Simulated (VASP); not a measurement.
# W (Im-3m) in VASP: settings compared

The runs below take W through single point, with PBE, r2SCAN.

Program: VASP 6.6.1. These are calculated values, not measurements. Logs are shortened: lines on timing, memory, paths and dates and some standing lists are left out, and cuts for length are marked.

## Step 1: The cell of the first run

It takes space group Im-3m (No. 229, cubic). Conventional cell: a = 3.255 Å, b = 3.255 Å, c = 3.255 Å, α = 90.00°, β = 90.00°, γ = 90.00°. W (site symmetry m-3m) has 14 W at 2.82 to 3.26 Å within 3.7 Å.

## Step 2: Single point, PBE (strained)

The input, INCAR:

```
SYSTEM = W
PREC = Accurate
ENCUT = 520
EDIFF = 1E-7
ISMEAR = 0
SIGMA = 0.1
LREAL = .FALSE.
LASPH = .TRUE.
NELM = 60
ALGO = Fast
ISIF = 2
LWAVE = .FALSE.
LCHARG = .TRUE.
GGA = PE
LELF = .TRUE.
LVHAR = .TRUE.
NBANDS = 13
```

The input, KPOINTS:

```
Automatic mesh
0
G
  18 18 18
  0 0 0
```

The input, POSCAR:

```
W
1.0
   -1.6275688350      1.6275688350      1.6275688350
    1.6275688350     -1.6275688350      1.6275688350
    1.6275688350      1.6275688350     -1.6275688350
W
1
Direct
    0.0000000000      0.0000000000      0.0000000000
```

Potentials or basis: VASP PAW PBE potentials, release 64 (W_sv).

The run is started by

```sh
cat potpaw_PBE.64/W_sv/POTCAR > POTCAR
mpirun -np 1 vasp_std > vasp.out
```

OUTCAR:

```text
SYSTEM = W
   PREC = Accurate
   ENCUT = 520
   EDIFF = 1E-7
   ISMEAR = 0
   LREAL = .FALSE.
   LASPH = .TRUE.
   NELM = 60
   ISIF = 2
   GGA = PE

 ion  position               nearest neighbor table
   1  0.000  0.000  0.000-

  LATTYP: Found a body centered cubic cell.
 ALAT       =     3.2551376700

  Lattice vectors:

 A1 = (  -1.6275688350,   1.6275688350,   1.6275688350)
 A2 = (   1.6275688350,  -1.6275688350,   1.6275688350)
 A3 = (   1.6275688350,   1.6275688350,  -1.6275688350)

Analysis of symmetry for initial positions (statically):
=====================================================================
 Subroutine PRICEL returns:
 Original cell was already a primitive cell.

 Routine SETGRP: Setting up the symmetry group for a
 body centered cubic supercell.

 Subroutine GETGRP returns: Found 48 space group operations
 (whereof 48 operations were pure point group operations)
 out of a pool of 48 trial point group operations.

The static configuration has the point symmetry O_h .

Analysis of symmetry for dynamics (positions and initial velocities):
=====================================================================
 Subroutine PRICEL returns:
 Original cell was already a primitive cell.

 Routine SETGRP: Setting up the symmetry group for a
 body centered cubic supercell.

 Subroutine GETGRP returns: Found 48 space group operations
 (whereof 48 operations were pure point group operations)
 out of a pool of 48 trial point group operations.

The dynamic configuration has the point symmetry O_h .

 Subroutine INISYM returns: Found 48 space group operations
 (whereof 48 operations are pure point group operations),
 and found     1 'primitive' translations

----------------------------------------------------------------------------------------

                                     Primitive cell

  volume of cell :      17.2456

  direct lattice vectors                    reciprocal lattice vectors
    -1.627568835  1.627568835  1.627568835     0.000000000  0.307206669  0.307206669
     1.627568835 -1.627568835  1.627568835     0.307206669  0.000000000  0.307206669
     1.627568835  1.627568835 -1.627568835     0.307206669  0.307206669  0.000000000

  length of vectors
     2.819031915  2.819031915  2.819031915     0.434455837  0.434455837  0.434455837

  position of ions in fractional coordinates (direct lattice)
     0.000000000  0.000000000  0.000000000

  ion indices of the primitive-cell ions
   primitive index   ion index
                 1           1

----------------------------------------------------------------------------------------

 KPOINTS: Automatic mesh

Automatic generation of k-mesh.
 Grid dimensions read from file:
 generate k-points for:   18   18   18

 Generating k-lattice:

  Cartesian coordinates                     Fractional coordinates (reciprocal lattice)
     0.000000000  0.017067037  0.017067037     0.055555556  0.000000000  0.000000000
     0.017067037  0.000000000  0.017067037     0.000000000  0.055555556  0.000000000
     0.017067037  0.017067037  0.000000000     0.000000000  0.000000000  0.055555556

  Length of vectors
     0.024136435  0.024136435  0.024136435

  Shift w.r.t. Gamma in fractional coordinates (k-lattice)
     0.000000000  0.000000000  0.000000000

 Subroutine IBZKPT returns following result:
 ===========================================

 Found    195 irreducible k-points:

 Following reciprocal coordinates:
            Coordinates               Weight
  0.000000  0.000000  0.000000      1.000000
  0.055556  0.000000  0.000000     12.000000
  0.111111  0.000000  0.000000     12.000000
  0.166667  0.000000  0.000000     12.000000
  0.222222  0.000000  0.000000     12.000000
  0.277778  0.000000  0.000000     12.000000
[... 16 lines left out ...]
  0.333333  0.111111  0.000000     48.000000
  0.388889  0.111111  0.000000     48.000000
 [... further k-points ...]
   k-points           NKPTS =    195   k-points in BZ     NKDIM =    195   number of bands    NBANDS=     13
   number of dos      NEDOS =    301   number of ions     NIONS =      1
   total plane-waves  NPLWV =  13824
   dimension x,y,z NGX =    24 NGY =   24 NGZ =   24
   dimension x,y,z NGXF=    48 NGYF=   48 NGZF=   48
   ions per type =               1
   NGX,Y,Z   is equivalent  to a cutoff of  14.15, 14.15, 14.15 a.u.
   NGXF,Y,Z  is equivalent  to a cutoff of  28.31, 28.31, 28.31 a.u.
 SYSTEM =  W
   PREC   = accura    normal or accurate (medium, high low for compatibility)
   ISTART =      0    job   : 0-new  1-cont  2-samecut
   ICHARG =      2    charge: 1-file 2-atom 10-const
   ISPIN  =      1    spin polarized calculation?
   LNONCOLLINEAR =      F non collinear calculations
   LSORBIT =      F    spin-orbit coupling
   LASPH  =      T    aspherical Exc in radial PAW
   ENCUT  =  520.0 eV  38.22 Ry    6.18 a.u.   5.24  5.24  5.24*2*pi/ulx,y,z
   NELM   =     60;   NELMIN=  2; NELMDL= -5     # of ELM steps
   EDIFF  = 0.1E-06   stopping-criterion for ELM
   LREAL  =      F    real-space projection
   EDIFFG = 0.1E-05   stopping-criterion for IOM
   NSW    =      0    number of steps for IOM
   IBRION =     -1    ionic relax: 0-MD 1-quasi-New 2-CG
   NFREE  =      0    steps in history (QN), initial steepest desc. (CG)
   ISIF   =      2    stress and relaxation
   ISYM   =      2    0-nonsym 1-usesym 2-fastsym
   POTIM  = 0.5000    time-step for ionic-motion
   TEBEG  =    0.0;   TEEND  =   0.0 temperature during run
   PSTRESS=    0.0 pullay stress
   NELECT =      14.0000    total number of electrons
   NUPDOWN=      -1.0000    fix difference up-down
   EMIN   =  10.00;   EMAX   =-10.00  energy-range for DOS
   EFERMI =   0.00;   METHOD = LEGACY
   ISMEAR =     0;   SIGMA  =   0.10  broadening in eV -4-tet -1-fermi 0-gaus
   EFERMI_NEDOS =   21; number of points for ismear=-14 and -15
   IALGO  =     68    algorithm
   IMIX   =      4    mixing-type and parameters
     AMIX     =   0.40;   BMIX     =  1.00
     AMIX_MAG =   1.60;   BMIX_MAG =  1.00
  volume/ion in A,a.u.               =      17.25       116.38
  Fermi-wavevector in a.u.,A,eV,Ry     =   1.527184  2.885960 31.732762  2.332292
  Thomas-Fermi vector in A             =   2.635115
   LORBIT       =      0    0 simple, 1 ext, 2 COOP (PROOUT), +10 PAW based schemes
   GGA     = PE    functional components
   LHFCALC =     F    Hartree Fock is set to
   AEXX    =    0.0000 exact exchange contribution
   IVDW    =     0    specifies the selected vdW correction
   LEPSILON=     F    determine dielectric tensor
   LRPA    =     F    only Hartree local field effects (RPA)
 non-spin polarized calculation
 RMM-DIIS sequential band-by-band and
 Gauss-broadening in eV      SIGMA  =   0.10
  energy-cutoff  :      520.00
  volume of cell :       17.25
 maximum number of plane-waves:       478
 NGX is ok and might be reduce to    24
   NGX = 11   NGY = 11   NGZ = 11

 number of electron      13.9999998 magnetization

 Free energy of the ion-electron system (eV)
  ---------------------------------------------------
  ext. energy  EPLUGINS =         0.00000000
  ---------------------------------------------------
  free energy    TOTEN  =       -12.88969758 eV

  energy without entropy =      -12.88551274  energy(sigma->0) =      -12.88760516

 E-fermi :  10.2563     XC(G=0): -13.1691

 val. band max:       10.2562344630   @ k =  -0.2778   0.3333   0.2222
 cond. band min:      10.2606628208   @ k =  -0.2222   0.2778   0.1111
 fundamental gap:      0.0044283579
 Fermi energy:        10.2562547635

 k-point     1 :       0.0000    0.0000    0.0000
  band No.  band energies     occupation
      1     -64.0382      2.00000
      2     -27.7077      2.00000
      3     -27.7077      2.00000
      4     -27.7077      2.00000
      5       1.0981      2.00000
      6       9.1650      2.00000
      7       9.1650      2.00000
      8       9.1650      2.00000
      9      12.3243      0.00000
     10      12.3244      0.00000
     11      24.5790      0.00000
     12      24.5790      0.00000
     13      24.5790      0.00000

 k-point     2 :       0.0556    0.0000    0.0000
  band No.  band energies     occupation
      1     -64.0354      2.00000
      2     -27.7389      2.00000
      3     -27.7176      2.00000
      4     -27.7077      2.00000
      5       1.2336      2.00000
      6       9.0848      2.00000
      7       9.1477      2.00000
      8       9.2940      2.00000
      9      12.1988      0.00000
     10      12.3260      0.00000
     11      24.6902      0.00000
     12      24.8102      0.00000
     13      24.8889      0.00000

 k-point     3 :       0.1111    0.0000    0.0000
  band No.  band energies     occupation
      1     -64.0275      2.00000
      2     -27.8280      2.00000
      3     -27.7462      2.00000
      4     -27.7080      2.00000
      5       1.6270      2.00000
      6       8.8622      2.00000
      7       9.0714      2.00000
      8       9.6766      2.00000
      9      11.9247      0.00000
     10      12.3366      0.00000
     11      24.9608      0.00000
     12      25.4835      0.00000
     13      25.6673      0.00000

 k-point     4 :       0.1667    0.0000    0.0000
  band No.  band energies     occupation
      1     -64.0154      2.00000
      2     -27.9625      2.00000
      3     -27.7897      2.00000
      4     -27.7083      2.00000
      5       2.2357      2.00000
      6       8.5432      2.00000
      7       8.8955      2.00000
      8      10.3000      0.53601
      9      11.7135      0.00000
     10      12.3704      0.00000
     11      25.1601      0.00000
     12      26.4193      0.00000
     13      26.5470      0.00000

 k-point     5 :       0.2222    0.0000    0.0000
  band No.  band energies     occupation
      1     -64.0005      2.00000
      2     -28.1241      2.00000
      3     -27.8426      2.00000
      4     -27.7088      2.00000
      5       2.9765      2.00000
      6       8.1820      2.00000
      7       8.6637      2.00000
      8      11.1408      0.00000
      9      11.6955      0.00000
     10      12.4419      0.00000
     11      24.9033      0.00000
     12      26.2384      0.00000
     13      27.9338      0.00000

 k-point     6 :       0.2778    0.0000    0.0000
  band No.  band energies     occupation
      1     -63.9845      2.00000
      2     -28.2924      2.00000
      3     -27.8984      2.00000
      4     -27.7093      2.00000
      5       3.7040      2.00000
      6       7.8277      2.00000
      7       8.5633      2.00000
      8      11.8442      0.00000
      9      12.1600      0.00000
     10      12.5579      0.00000
     11      24.1164      0.00000
     12      24.9291      0.00000
     13      29.5721      0.00000

 k-point     7 :       0.3333    0.0000    0.0000
  band No.  band energies     occupation
      1     -63.9696      2.00000
      2     -28.4471      2.00000
      3     -27.9503      2.00000
      4     -27.7099      2.00000
      5       4.2273      2.00000
      6       7.5182      2.00000
      7       8.8221      2.00000
      8      12.0583      0.00000
      9      12.7107      0.00000
     10      13.2925      0.00000
     11      23.1509      0.00000
     12      23.2420      0.00000
     13      29.7963      0.00000
[... 193 lines left out ...]
 k-point    20 :       0.1667    0.1111    0.0000
  band No.  band energies     occupation
      1     -63.9946      2.00000
      2     -28.1720      2.00000
      3     -27.8425      2.00000
      4     -27.7452      2.00000
      5       3.3162      2.00000
      6       8.1797      2.00000
      7       8.3406      2.00000
      8      11.4104      0.00000
      9      11.6564      0.00000
     10      12.6931      0.00000
     11      25.2713      0.00000
     12      26.0401      0.00000
     13      27.5563      0.00000

 k-point    21 :       0.2222    0.1111    0.0000
  band No.  band energies     occupation
      1     -63.9796      2.00000
      2     -28.3154      2.00000
      3     -27.9062      2.00000
      4     -27.7490      2.00000
      5       4.0536      2.00000
      6       7.8345      2.00000
      7       8.2175      2.00000
      8      11.5320      0.00000
      9      12.7000      0.00000
     10      12.8453      0.00000
     11      24.0343      0.00000
     12      25.3341      0.00000
     13      28.5852      0.00000

 k-point    22 :       0.2778    0.1111    0.0000
  band No.  band energies     occupation
      1     -63.9655      2.00000
      2     -28.4463      2.00000
      3     -27.9683      2.00000
      4     -27.7513      2.00000
      5       4.6033      2.00000
      6       7.5479      2.00000
      7       8.3929      2.00000
      8      11.7742      0.00000
      9      12.9306      0.00000
     10      13.8925      0.00000
     11      22.6520      0.00000
     12      24.0845      0.00000
     13      27.9905      0.00000

 k-point    23 :       0.3333    0.1111    0.0000
  band No.  band energies     occupation
      1     -63.9540      2.00000
      2     -28.5507      2.00000
      3     -28.0195      2.00000
      4     -27.7528      2.00000
      5       4.8490      2.00000
      6       7.3380      2.00000
      7       8.9344      2.00000
      8      12.0117      0.00000
      9      13.0490      0.00000
     10      15.0465      0.00000
     11      21.2143      0.00000
     12      23.0336      0.00000
     13      26.8030      0.00000

 k-point    24 :       0.3889    0.1111    0.0000
  band No.  band energies     occupation
      1     -63.9465      2.00000
      2     -28.6179      2.00000
      3     -28.0531      2.00000
      4     -27.7537      2.00000
      5       4.8981      2.00000
      6       7.2092      2.00000
      7       9.5800      2.00000
      8      12.0796      0.00000
      9      13.2432      0.00000
     10      15.9723      0.00000
     11      20.0141      0.00000
     12      22.4046      0.00000
     13      25.8621      0.00000

 [... further k-points ...]
[... 5 lines left out ...]
  --------------------------------------------------------------------------------------
  -------------------------------------------------------------------------------------
  Total       -1.8567268     -1.8567268     -1.8567268      0.0000000     -0.0000000      0.0000000
  in kB     -172.4965874   -172.4965874   -172.4965874      0.0000000     -0.0000000      0.0000000
  external PRESSURE =    -172.4965874 kB  Pullay stress =       0.0000000 kB

 VOLUME and BASIS-vectors are now :
 -----------------------------------------------------------------------------
  energy-cutoff  :      520.00
  volume of cell :       17.25
      direct lattice vectors                 reciprocal lattice vectors
    -1.627568835  1.627568835  1.627568835     0.000000000  0.307206669  0.307206669
     1.627568835 -1.627568835  1.627568835     0.307206669  0.000000000  0.307206669
     1.627568835  1.627568835 -1.627568835     0.307206669  0.307206669  0.000000000

 POSITION                                       TOTAL-FORCE (eV/Angst)
 -----------------------------------------------------------------------------------
      0.00000      0.00000      0.00000        -0.000000      0.000000      0.000000
 -----------------------------------------------------------------------------------
    total drift:                                0.000000     -0.000000     -0.000000

  FREE ENERGIE OF THE ION-ELECTRON SYSTEM (eV)
  ---------------------------------------------------
  free  energy   TOTEN  =       -12.8896975773 eV

  energy  without entropy=      -12.8855127421  energy(sigma->0) =      -12.88760516
```

Wall time 65 s (1 thread of Intel Xeon 8259CL, shared host); peak memory 0.17 GiB.

What came out:

```yaml
Free_energy: -12.8897 eV
Pressure: -17.2 GPa
Band_gap_on_the_k_mesh: zero (band 7 reaches 14.84 eV, above the bottom of band 8 at 9.16 eV)
```

Caveat: the cell differs from its parent crystal (strained); spin-orbit coupling is left out, which moves the levels of the heavy elements.

## Step 3: Single point, PBE (strained)

The input, INCAR:

```
SYSTEM = W
  PREC = Accurate
  ENCUT = 520
  EDIFF = 1E-7
  ISMEAR = 0
  SIGMA = 0.1
  LREAL = .False.
  LASPH = .True.
  NELM = 60
  ALGO = Fast
  ISIF = 2
  LWAVE = .False.
  LCHARG = .True.
  GGA = PE
  LELF = .True.
  LVHAR = .True.
  NBANDS = 13
```

The input, KPOINTS:

```
Automatic mesh
0
Gamma
  18 18 18
  0 0 0
```

The input, POSCAR:

```
W
1.0
   -1.6509533070      1.6509533070      1.6509533070
    1.6509533070     -1.6509533070      1.6509533070
    1.6509533070      1.6509533070     -1.6509533070
W
1
Direct
    0.0000000000      0.0000000000      0.0000000000
```

Potentials or basis: VASP PAW PBE potentials, release 64 (W_sv).

The run is started by

```sh
cat potpaw_PBE.64/W_sv/POTCAR > POTCAR
mpirun -np 1 vasp_std > vasp.out
```

It took 66 s on 1 thread of Intel Xeon 8259CL, shared host; peak memory 0.17 GiB.

Results (log left out):

* Free energy: -12.7874 eV
* Pressure: -26.0 GPa
* Band gap on the k mesh: zero (band 7 reaches 13.99 eV, above the bottom of band 8 at 8.65 eV)

Levels at points of the mesh, in eV from the Fermi level:
| k point | band 5 | band 6 | band 7 | band 8 | band 9 | band 10 |
| --- | --- | --- | --- | --- | --- | --- |
| (0.00, 0.00, 0.00) | -8.91 | -1.03 | -1.03 | -1.03 | 1.97 | 1.97 |
| (0.50, 0.00, 0.00) | -5.48 | -2.99 | 0.35 | 1.81 | 2.64 | 5.10 |
| (0.50, 0.50, 0.50) | -4.87 | -4.87 | 4.31 | 4.31 | 4.31 | 7.32 |

Caveat: the cell differs from its parent crystal (strained); spin-orbit coupling is left out, which moves the levels of the heavy elements.

## Step 4: Single point, r2SCAN (functional r2SCAN, strained)

The input, POSCAR:

```
W
1.0
   -1.6154932470      1.6154932470      1.6154932470
    1.6154932470     -1.6154932470      1.6154932470
    1.6154932470      1.6154932470     -1.6154932470
W
1
Direct
    0.0000000000      0.0000000000      0.0000000000
```

The input, INCAR.step1:

```
PREC = Accurate
ENCUT = 520
ISMEAR = 0
SIGMA = 0.1
LREAL = False
LASPH = True
NELM = 60
NBANDS = 13
GGA = PE
ALGO = Normal
EDIFF = 1E-4
LWAVE = True
LCHARG = False
```

The input, INCAR.step2:

```
PREC = Accurate
ENCUT = 520
EDIFF = 1E-6
ISMEAR = 0
SIGMA = 0.1
LREAL = False
LASPH = True
NELM = 60
ALGO = Normal
ISIF = 2
LWAVE = False
LCHARG = True
METAGGA = R2SCAN
LMIXTAU = True
LELF = True
LVHAR = True
NBANDS = 13
ISTART = 1
```

The input, KPOINTS:

```
regular mesh
0
Gamma
  18 18 18
```

The run is started by

```sh
cat potpaw_PBE.64/W_sv/POTCAR > POTCAR
cp INCAR.step1 INCAR
mpirun -np 1 vasp_std > vasp.out
cp INCAR.step2 INCAR
mpirun -np 1 vasp_std > vasp.out
```

Wall time 3.3 min (1 thread of Intel Xeon 8259CL, shared host); peak memory 0.17 GiB.

It converged, with:

```yaml
Free_energy: -51.3028 eV
Pressure: -15.5 GPa
Band_gap_on_the_k_mesh: zero (band 7 reaches 15.30 eV, above the bottom of band 8 at 9.23 eV)
```

Levels at points of the mesh, in eV from the Fermi level:
```
           k point  band 4  band 5  band 6  band 7  band 8  band 9  band 10  band 11
(0.00, 0.00, 0.00)  -39.13   -9.76   -1.17   -1.17   -1.17    2.44     2.44    15.14
(0.50, 0.00, 0.00)  -39.14   -6.13   -3.43    0.35    2.24    3.22     5.81    10.68
(0.50, 0.50, 0.50)  -39.92   -5.49   -5.49    4.91    4.91    4.91     8.06     8.06
```

Caveat: the cell differs from its parent crystal (functional r2SCAN, strained); the PAW data sets were made with another functional, which shifts forces and pressure a little; spin-orbit coupling is left out, which moves the levels of the heavy elements.

## Step 5: Overview

```csv
level,cell,gap on the mesh (eV),pressure (GPa)
PBE,"a = 2.819 Å, angles 109.5°, 1 atom",none,-17.2
PBE,"a = 2.860 Å, angles 109.5°, 1 atom",none,-26.0
r2SCAN,"a = 2.798 Å, angles 109.5°, 1 atom",none,-15.5
```

Alike in all rows: task single point; potentials or basis VASP PAW PBE potentials, release 64 (W_sv); no spin polarisation; k mesh 18 × 18 × 18; cutoff (eV) 520; smearing gaussian 0.1 eV.

Caveats: spin-orbit coupling is left out, which moves the levels of the heavy elements; the PAW data sets were made with another functional, which shifts forces and pressure a little (some runs).

Total energies depend on the potentials used, so only differences within one code and one set of settings carry meaning.
